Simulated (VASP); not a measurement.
Zn: single point with PBEsol+D3(BJ)

The system is Zn.

```
Zn
1.0
     0.00000    1.89816    1.89816
     1.89816    0.00000    1.89816
     1.89816    1.89816    0.00000
Zn
1
Direct
  0.00000 0.00000 0.00000
```

This isn't the form of Zn at room conditions, which is hcp.

```json
{
  "Program": "VASP 6.6.1",
  "Task": "single point",
  "Functional": "PBEsol",
  "Dispersion": "D3(BJ)",
  "Potentials or basis": "VASP PAW PBE potentials, release 64 (Zn)",
  "Cutoff": "520 eV",
  "k mesh": "14 × 14 × 14",
  "Occupations": "fermi-dirac, width 0.05 eV",
  "Spin": "collinear spin",
  "Starting moments": "[0.2] μB",
  "Dipole correction": "no",
  "Further INCAR settings": "ALGO = Normal; EDIFF = 1e-07; NBANDS = 16"
}
```

```
Pressure                                              : -0.6 GPa
Band gap on the k mesh                                : zero (filled and empty bands overlap)
Net moment                                            : 0.00 μB per cell
Valence electrons inside the program's atomic spheres : Zn 10.85
Dispersion energy per atom                            : -0.400 eV
```

Levels at points of the mesh, in eV from the Fermi level:
Spin up:
```
           k point  band 2  band 3  band 4  band 5  band 6  band 7  band 8  band 9  band 10  band 11
(0.00, 0.00, 0.00)   -7.87   -7.87   -7.87   -7.40   -7.40   19.72   19.74   19.74    19.74    22.38
(0.50, 0.00, 0.00)   -7.87   -7.87   -7.06   -7.06   -3.36   -1.19   16.49   16.49    18.17    20.09
(0.50, 0.50, 0.00)   -8.62   -7.07   -6.97   -6.97   -1.27    2.14    8.95    8.95    12.80    14.43
```
Spin down:
```tsv
k point	band 4	band 5	band 6	band 7	band 8	band 9
(0.00, 0.00, 0.00)	-7.87	-7.40	-7.40	19.72	19.74	19.74
(0.50, 0.00, 0.00)	-7.06	-7.06	-3.36	-1.19	16.49	16.49
(0.50, 0.50, 0.00)	-6.97	-6.97	-1.27	2.14	8.95	8.95
```

It took 48 s on 1 thread of Intel Xeon 8259CL, on a shared host, peak memory 0.16 GiB.

Caveat: three body term missing; the PAW data sets were made with another functional, which shifts forces and pressure a little.
